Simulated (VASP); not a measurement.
## RbCl: single point with LDA

The system is RbCl.

```
CELL_PARAMETERS angstrom
0.00000 3.27400 3.27400
3.27400 0.00000 3.27400
3.27400 3.27400 0.00000
ATOMIC_POSITIONS crystal
Rb 0.00000 0.00000 0.00000
Cl 0.50000 0.50000 0.50000
```

| Item | Value |
| --- | --- |
| Program | VASP 6.6.1 |
| Task | single point |
| Functional | LDA |
| Potentials or basis | VASP PAW LDA potentials, release 64 (Rb_sv, Cl) |
| Cutoff | 500 eV |
| k mesh | 5 × 5 × 5 |
| Occupations | fermi-dirac, width 0.1 eV |
| Spin | no spin polarisation |

* Pressure: -1.4 GPa
* Band gap on the k mesh: 4.60 eV, direct

Levels at points of the mesh, in eV from the valence-band top:
| k point | band 4 | band 5 | band 6 | band 7 | band 8 | band 9 | band 10 | band 11 | band 12 | band 13 |
| --- | --- | --- | --- | --- | --- | --- | --- | --- | --- | --- |
| (0.00, 0.00, 0.00) | -7.86 | -7.86 | 0.00 | 0.00 | 0.00 | 4.60 | 7.72 | 7.72 | 7.72 | 8.77 |

It took 18 s on 1 thread of Intel Xeon 8259CL, with other jobs on the host, peak memory 0.17 GiB.

Expect the measured gap to be larger: semilocal functionals such as LDA lack the derivative discontinuity.
